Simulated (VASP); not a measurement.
# ZnH2 (P-6m2) in VASP: notebook, part 2 of 2

VASP 6.6.1. Earlier steps stand in the parts before.

### 4 Relaxation of cell and atoms, PBE

This run uses another cell than the first one, of 8.17 Å³/atom, 0.995 times its volume.

INCAR reads:

```
  ALGO = Normal
  EDIFF = 1E-7
  EDIFFG = -0.04
  ENCUT = 600
  GGA = PE
  IBRION = 2
  ISIF = 3
  ISMEAR = 0
  LASPH = T
  LCHARG = F
  LREAL = F
  LWAVE = F
  NELM = 60
  NSW = 90
  PREC = Accurate
  SIGMA = 0.1
```

KPOINTS reads:

```
k-points
0
Gamma
  6 6 6
```

POSCAR reads:

```
ZnH2
1.0
    3.0393270191      0.0000000000      0.0000000000
   -1.5196635095      2.6321344089      0.0000000000
    0.0000000000      0.0000000000      3.0651861224
Zn H
1 2
Direct
    0.0000000000      0.0000000000      0.5000000000
    0.3333333333      0.6666666667      0.0000000000
    0.6666666667      0.3333333333      0.5000000000
```

Potentials or basis: VASP PAW PBE potentials, release 64 (Zn, H).

Run with:

```bash
$ cat potpaw_PBE.64/Zn/POTCAR potpaw_PBE.64/H/POTCAR > POTCAR
$ mpirun -np 1 vasp_std > vasp.out
```

OUTCAR:

```text
EDIFF = 1E-7
   EDIFFG = -0.04
   ENCUT = 600
   GGA = PE
   IBRION = 2
   ISIF = 3
   ISMEAR = 0
   LASPH = T
   LREAL = F
   NELM = 60
   NSW = 90
   PREC = Accurate

 ion  position               nearest neighbor table
   1  0.000  0.000  0.500-   3 1.75   3 1.75   3 1.75
   2  0.333  0.667  0.000-
   3  0.667  0.333  0.500-   1 1.75   1 1.75   1 1.75

  LATTYP: Found a hexagonal cell.
 ALAT       =     3.0393270191
 C/A-ratio  =     1.0085081675

  Lattice vectors:

 A1 = (   3.0393270191,   0.0000000000,   0.0000000000)
 A2 = (  -1.5196635095,   2.6321344089,   0.0000000000)
 A3 = (   0.0000000000,   0.0000000000,   3.0651861224)

Analysis of symmetry for initial positions (statically):
=====================================================================
 Subroutine PRICEL returns:
 Original cell was already a primitive cell.

 Routine SETGRP: Setting up the symmetry group for a
 hexagonal supercell.

 Subroutine GETGRP returns: Found 12 space group operations
 (whereof 12 operations were pure point group operations)
 out of a pool of 24 trial point group operations.

The static configuration has the point symmetry D_3h.

[... 171 lines left out ...]
  band No.  band energies     occupation
      1      -9.4358      2.00000
      2      -6.0388      2.00000
      3      -5.7367      2.00000
      4      -5.7367      2.00000
      5      -5.3342      2.00000
      6      -5.3342      2.00000
      7       3.1510      0.00000
      8       8.1209      0.00000
      9      12.9104      0.00000
     10      13.1245      0.00000
     11      13.1245      0.00000
[... 309 lines left out ...]
 k-point    24 :       0.3333   -0.0000    0.5000
  band No.  band energies     occupation
      1      -6.6968      2.00000
      2      -6.0159      2.00000
      3      -5.5150      2.00000
      4      -5.5075      2.00000
      5      -5.4039      2.00000
      6      -3.5261      2.00000
      7      -1.5656      2.00000
      8       4.4252      0.00000
      9       5.9715      0.00000
     10      11.4955      0.00000
     11      12.3003      0.00000

 [... further k-points ...]
[... 5 lines left out ...]
  --------------------------------------------------------------------------------------
  -------------------------------------------------------------------------------------
  Total        0.0096066      0.0096066      0.1055038      0.0000000      0.0000000     -0.0000000
  in kB        0.6276801      0.6276801      6.8934479      0.0000000      0.0000000     -0.0000000
  external PRESSURE =       2.7162694 kB  Pullay stress =       0.0000000 kB

 VOLUME and BASIS-vectors are now :
 -----------------------------------------------------------------------------
  energy-cutoff  :      600.00
  volume of cell :       24.52
      direct lattice vectors                 reciprocal lattice vectors
     3.039327019  0.000000000  0.000000000     0.329020205  0.189959904  0.000000000
    -1.519663509  2.632134409  0.000000000     0.000000000  0.379919808  0.000000000
     0.000000000  0.000000000  3.065186122     0.000000000  0.000000000  0.326244463

 POSITION                                       TOTAL-FORCE (eV/Angst)
 -----------------------------------------------------------------------------------
      0.00000      0.00000      1.53259        -0.000000     -0.000000      0.000000
     -0.00000      1.75476      0.00000        -0.000000      0.000000      0.000000
      1.51966      0.87738      1.53259         0.000000     -0.000000      0.000000
 -----------------------------------------------------------------------------------
    total drift:                               -0.000000      0.000000      0.000000

  FREE ENERGIE OF THE ION-ELECTRON SYSTEM (eV)
  ---------------------------------------------------
  free  energy   TOTEN  =        -6.2676666397 eV

  energy  without entropy=       -6.2659884450  energy(sigma->0) =       -6.26682754

 reached required accuracy - stopping structural energy minimisation
```

OSZICAR:

```text
N       E                     dE             d eps       ncg     rms          rms(c)
DAV:   1     0.462044341403E+02    0.46204E+02   -0.78523E+03   616   0.191E+03
DAV:   2    -0.505969266151E+01   -0.51264E+02   -0.49071E+02   628   0.246E+02
DAV:   3    -0.685530147728E+01   -0.17956E+01   -0.17735E+01   712   0.463E+01
DAV:   4    -0.686475204473E+01   -0.94506E-02   -0.94495E-02   649   0.345E+00
DAV:   5    -0.686476577482E+01   -0.13730E-04   -0.13730E-04   691   0.128E-01    0.578E+00
DAV:   6    -0.636234499187E+01    0.50242E+00   -0.13194E+00   710   0.340E+01    0.421E+00
DAV:   7    -0.627197854776E+01    0.90366E-01   -0.27579E-01   670   0.591E+00    0.124E+00
DAV:   8    -0.626741423759E+01    0.45643E-02   -0.18059E-02   774   0.174E+00    0.384E-01
DAV:   9    -0.626766241062E+01   -0.24817E-03   -0.17278E-03   701   0.489E-01    0.328E-02
DAV:  10    -0.626766461605E+01   -0.22054E-05   -0.13385E-04   713   0.213E-01    0.965E-03
DAV:  11    -0.626766675559E+01   -0.21395E-05   -0.11630E-05   739   0.592E-02    0.264E-03
DAV:  12    -0.626766666162E+01    0.93978E-07   -0.10291E-06   664   0.102E-02    0.204E-03
DAV:  13    -0.626766663972E+01    0.21893E-07   -0.15922E-07   580   0.479E-03
   1 F= -.62676666E+01 E0= -.62668275E+01  d E =-.626767E+01
```

It took 13 s on 1 thread of AMD EPYC 7R43 (Zen 3), shared host; peak memory 0.1 GiB.

Results:

* Free energy: -6.2677 eV
* Pressure after relaxing: 0.3 GPa
* Band gap on the k mesh: zero (band 7 reaches 3.15 eV, above the bottom of band 8 at -0.05 eV)

Stress tensor (GPa, compression positive):
```
0.06 0.00 0.00
0.00 0.06 0.00
0.00 0.00 0.69
```

Final structure:
```xyz
3
Lattice="3.0393 0.0000 0.0000 -1.5197 2.6321 0.0000 0.0000 0.0000 3.0652" Properties=species:S:1:pos:R:3 pbc="T T T"
Zn    0.0000    0.0000    1.5326
H     0.0000    1.7548    0.0000
H     1.5197    0.8774    1.5326
```

Caveat: the k points lie up to 0.40 Å⁻¹ apart in the final cell; the relaxation stopped at its first step, so nothing moved.

### 5 Single point, PBE

This run uses another cell than the first one: it holds 6 atoms, not 3.

INCAR reads:

```
ALGO = Normal ; EDIFF = 1E-6
ENCUT = 520 ; GGA = PE
ISIF = 2 ; ISMEAR = 0
LASPH = True ; LCHARG = False
LREAL = False ; LWAVE = False
NBANDS = 23 ; NELM = 80
PREC = Accurate ; SIGMA = 0.1
```

KPOINTS reads:

```
k-points
0
Gamma
  6 6 2
```

POSCAR reads:

```
ZnH2
1.0
    3.2287769800      0.0000000000      0.0000000000
   -1.6143884900      2.7962028900      0.0000000000
    0.0000000000      0.0000000000     10.0092086300
Zn H
2 4
Direct
    0.0000000000      0.0000000000      0.8750000000
    0.0000000000      0.0000000000      0.1250000000
    0.3333333300      0.6666666700      0.0000000000
    0.3333333300      0.6666666700      0.5000000000
    0.6666666700      0.3333333300      0.2500000000
    0.6666666700      0.3333333300      0.7500000000
```

Potentials or basis: VASP PAW PBE potentials, release 64 (Zn, H).

Run with:

```bash
$ cat potpaw_PBE.64/Zn/POTCAR potpaw_PBE.64/H/POTCAR > POTCAR
$ mpirun -np 1 vasp_std > vasp.out
```

OUTCAR:

```text
EDIFF = 1E-6
   ENCUT = 520
   GGA = PE
   ISIF = 2
   ISMEAR = 0
   LASPH = True
   LREAL = False
   NELM = 80
   PREC = Accurate

 ion  position               nearest neighbor table
   1  0.000  0.000  0.875-   2 2.50
   2  0.000  0.000  0.125-   1 2.50
   3  0.333  0.667  0.000-
   4  0.333  0.667  0.500-
   5  0.667  0.333  0.250-
   6  0.667  0.333  0.750-

  LATTYP: Found a hexagonal cell.
 ALAT       =     3.2287769800
 C/A-ratio  =     3.0999999975

  Lattice vectors:

 A1 = (   3.2287769800,   0.0000000000,   0.0000000000)
 A2 = (  -1.6143884900,   2.7962028900,   0.0000000000)
 A3 = (   0.0000000000,   0.0000000000,  10.0092086300)

Analysis of symmetry for initial positions (statically):
=====================================================================
 Subroutine PRICEL returns:
 Original cell was already a primitive cell.

 Routine SETGRP: Setting up the symmetry group for a
 hexagonal supercell.

 Subroutine GETGRP returns: Found 12 space group operations
 (whereof 12 operations were pure point group operations)
 out of a pool of 24 trial point group operations.

The static configuration has the point symmetry D_3h.

Analysis of symmetry for dynamics (positions and initial velocities):
=====================================================================
 Subroutine PRICEL returns:
 Original cell was already a primitive cell.

 Routine SETGRP: Setting up the symmetry group for a
 hexagonal supercell.

 Subroutine GETGRP returns: Found 12 space group operations
 (whereof 12 operations were pure point group operations)
 out of a pool of 24 trial point group operations.

The dynamic configuration has the point symmetry D_3h.

 Subroutine INISYM returns: Found 12 space group operations
 (whereof 12 operations are pure point group operations),
 and found     1 'primitive' translations

----------------------------------------------------------------------------------------

                                     Primitive cell

  volume of cell :      90.3663

  direct lattice vectors                    reciprocal lattice vectors
     3.228776980  0.000000000  0.000000000     0.309714795  0.178813920  0.000000000
    -1.614388490  2.796202890  0.000000000     0.000000000  0.357627840  0.000000000
     0.000000000  0.000000000 10.009208630     0.000000000  0.000000000  0.099907998

  length of vectors
     3.228776980  3.228776982 10.009208630     0.357627840  0.357627840  0.099907998

  position of ions in fractional coordinates (direct lattice)
     0.000000000  0.000000000  0.875000000
     0.000000000  0.000000000  0.125000000
     0.333333330  0.666666670  0.000000000
     0.333333330  0.666666670  0.500000000
     0.666666670  0.333333330  0.250000000
     0.666666670  0.333333330  0.750000000

  ion indices of the primitive-cell ions
   primitive index   ion index
                 1           1
[... 29 lines left out ...]

 Found     14 irreducible k-points:

 Following reciprocal coordinates:
            Coordinates               Weight
  0.000000  0.000000  0.000000      1.000000
  0.166667  0.000000  0.000000      6.000000
  0.333333  0.000000  0.000000      6.000000
  0.500000  0.000000  0.000000      3.000000
  0.166667  0.166667  0.000000      6.000000
  0.333333  0.166667  0.000000     12.000000
  0.333333  0.333333  0.000000      2.000000
  0.000000  0.000000  0.500000      1.000000
  0.166667  0.000000  0.500000      6.000000
  0.333333  0.000000  0.500000      6.000000
  0.500000  0.000000  0.500000      3.000000
  0.166667  0.166667  0.500000      6.000000
  0.333333  0.166667  0.500000     12.000000
  0.333333  0.333333  0.500000      2.000000
   k-points           NKPTS =     14   k-points in BZ     NKDIM =     14   number of bands    NBANDS=     23
   number of dos      NEDOS =    301   number of ions     NIONS =      6
   total plane-waves  NPLWV =  46080
   dimension x,y,z NGX =    24 NGY =   24 NGZ =   80
   dimension x,y,z NGXF=    48 NGYF=   48 NGZF=  160
   ions per type =               2   4
   NGX,Y,Z   is equivalent  to a cutoff of  12.36, 12.36, 13.29 a.u.
   NGXF,Y,Z  is equivalent  to a cutoff of  24.71, 24.71, 26.57 a.u.
 SYSTEM =  unknown system
   PREC   = accura    normal or accurate (medium, high low for compatibility)
   ISTART =      0    job   : 0-new  1-cont  2-samecut
   ICHARG =      2    charge: 1-file 2-atom 10-const
   ISPIN  =      1    spin polarized calculation?
   LNONCOLLINEAR =      F non collinear calculations
   LSORBIT =      F    spin-orbit coupling
   LASPH  =      T    aspherical Exc in radial PAW
   ENCUT  =  520.0 eV  38.22 Ry    6.18 a.u.   6.00  6.00 18.61*2*pi/ulx,y,z
   NELM   =     80;   NELMIN=  2; NELMDL= -5     # of ELM steps
   EDIFF  = 0.1E-05   stopping-criterion for ELM
   LREAL  =      F    real-space projection
   EDIFFG = 0.1E-04   stopping-criterion for IOM
   NSW    =      0    number of steps for IOM
   IBRION =     -1    ionic relax: 0-MD 1-quasi-New 2-CG
   NFREE  =      0    steps in history (QN), initial steepest desc. (CG)
   ISIF   =      2    stress and relaxation
   ISYM   =      2    0-nonsym 1-usesym 2-fastsym
   POTIM  = 0.5000    time-step for ionic-motion
   TEBEG  =    0.0;   TEEND  =   0.0 temperature during run
   PSTRESS=    0.0 pullay stress
   NELECT =      28.0000    total number of electrons
   NUPDOWN=      -1.0000    fix difference up-down
   EMIN   =  10.00;   EMAX   =-10.00  energy-range for DOS
   EFERMI =   0.00;   METHOD = LEGACY
   ISMEAR =     0;   SIGMA  =   0.10  broadening in eV -4-tet -1-fermi 0-gaus
   EFERMI_NEDOS =   21; number of points for ismear=-14 and -15
   IALGO  =     38    algorithm
   IMIX   =      4    mixing-type and parameters
     AMIX     =   0.40;   BMIX     =  1.00
     AMIX_MAG =   1.60;   BMIX_MAG =  1.00
  volume/ion in A,a.u.               =      15.06       101.64
  Fermi-wavevector in a.u.,A,eV,Ry     =   1.107793  2.093426 16.697147  1.227206
  Thomas-Fermi vector in A             =   2.244312
   LORBIT       =      0    0 simple, 1 ext, 2 COOP (PROOUT), +10 PAW based schemes
   GGA     = PE    functional components
   LHFCALC =     F    Hartree Fock is set to
   AEXX    =    0.0000 exact exchange contribution
   IVDW    =     0    specifies the selected vdW correction
   LEPSILON=     F    determine dielectric tensor
   LRPA    =     F    only Hartree local field effects (RPA)
 non-spin polarized calculation
 Gauss-broadening in eV      SIGMA  =   0.10
  energy-cutoff  :      520.00
  volume of cell :       90.37
 maximum number of plane-waves:      2478
   NGX = 13   NGY = 13   NGZ = 37

 number of electron      28.0000058 magnetization

 Free energy of the ion-electron system (eV)
  ---------------------------------------------------
  ext. energy  EPLUGINS =         0.00000000
  ---------------------------------------------------
  free energy    TOTEN  =        -9.87719810 eV

  energy without entropy =       -9.87363516  energy(sigma->0) =       -9.87541663

 E-fermi :  -1.5586     XC(G=0):  -7.7390

 val. band max:       -1.6278732099   @ k =   0.5000   0.0000   0.0000
 cond. band min:      -1.4855246504   @ k =   0.5000   0.0000   0.0000
 fundamental gap:      0.1423485595
 Fermi energy:        -1.5585818892

 k-point     1 :       0.0000    0.0000    0.0000
  band No.  band energies     occupation
      1     -10.6098      2.00000
      2      -9.1017      2.00000
      3      -8.8715      2.00000
      4      -8.7562      2.00000
      5      -8.7562      2.00000
      6      -8.7117      2.00000
[... 353 lines left out ...]
     22       6.6654      0.00000
     23       8.2709      0.00000

------------------------ aborting loop because EDIFF is reached ----------------------------------------

  FORCE on cell =-STRESS in cart. coord.  units (eV):
  Direction    XX          YY          ZZ          XY          YZ          ZX
  --------------------------------------------------------------------------------------
  -------------------------------------------------------------------------------------
  Total       -4.6873514     -4.6873515     -4.6971581     -0.0000000     -0.0000000      0.0000000
  in kB      -83.1058564    -83.1058565    -83.2797271     -0.0000000     -0.0000000      0.0000000
  external PRESSURE =     -83.1638133 kB  Pullay stress =       0.0000000 kB

 VOLUME and BASIS-vectors are now :
 -----------------------------------------------------------------------------
  energy-cutoff  :      520.00
  volume of cell :       90.37
      direct lattice vectors                 reciprocal lattice vectors
     3.228776980  0.000000000  0.000000000     0.309714795  0.178813920  0.000000000
    -1.614388490  2.796202890  0.000000000     0.000000000  0.357627840  0.000000000
     0.000000000  0.000000000 10.009208630     0.000000000  0.000000000  0.099907998

 POSITION                                       TOTAL-FORCE (eV/Angst)
 -----------------------------------------------------------------------------------
      0.00000      0.00000      8.75806        -0.000000      0.000000     -1.043093
      0.00000      0.00000      1.25115        -0.000000      0.000000      1.043093
     -0.00000      1.86414      0.00000         0.000000      0.000000      0.000000
     -0.00000      1.86414      5.00460         0.000000      0.000000      0.000000
      1.61439      0.93207      2.50230        -0.000000     -0.000000     -1.254527
      1.61439      0.93207      7.50691        -0.000000      0.000000      1.254527
 -----------------------------------------------------------------------------------
    total drift:                                0.000000     -0.000000     -0.000000

  FREE ENERGIE OF THE ION-ELECTRON SYSTEM (eV)
  ---------------------------------------------------
  free  energy   TOTEN  =        -9.8771980971 eV

  energy  without entropy=       -9.8736351593  energy(sigma->0) =       -9.87541663
```

It took 40 s on 1 thread of AMD EPYC 7R43 (Zen 3), shared host; peak memory 0.16 GiB.

Results:

* Free energy: -9.8772 eV
* Pressure: -8.3 GPa
* Largest force: 1.255 eV/Å
* Band gap on the k mesh: 0.14 eV, direct

Forces on the atoms (eV/Å):
```
Zn   0.000  0.000 -1.043
Zn   0.000  0.000  1.043
H    0.000  0.000  0.000
H    0.000  0.000  0.000
H    0.000  0.000 -1.255
H    0.000  0.000  1.255
```

Caveat: forces of over 1 eV/Å act on the atoms, so gaps and moduli don't describe the material at rest.

### 6 Overview

| task | cell | k mesh | cutoff (eV) | gap on the mesh (eV) | pressure (GPa) | largest force (eV/Å) |
| --- | --- | --- | --- | --- | --- | --- |
| single point | a = 3.036, b = 3.036, c = 3.087 Å, angles 90.0, 90.0, 120.0°, 3 atoms | 6 × 6 × 6 | 520 | none | 0.1 | - |
| single point | a = 3.039, b = 3.039, c = 6.130 Å, angles 90.0, 90.0, 120.0°, 6 atoms | 6 × 6 × 2 | 520 | none | -0.1 | 0.02 |
| relaxation of cell and atoms | relaxed from a = 3.039, b = 3.039, c = 3.065 Å, angles 90.0, 90.0, 120.0°, 3 atoms | 6 × 6 × 6 | 600 | none | 0.3 | - |
| single point | a = 3.229, b = 3.229, c = 10.009 Å, angles 90.0, 90.0, 120.0°, 6 atoms | 6 × 6 × 2 | 520 | 0.14 | -8.3 | 1.25 |

Alike in all rows: level PBE; potentials or basis VASP PAW PBE potentials, release 64 (Zn, H); no spin polarisation; smearing gaussian 0.1 eV.

Caveats: some runs use coarse meshes; the relaxation stopped at its first step, so nothing moved (some runs); forces of over 1 eV/Å act on the atoms, so gaps and moduli don't describe the material at rest (some runs).

Absolute energies hang on the potentials; compare differences alone.
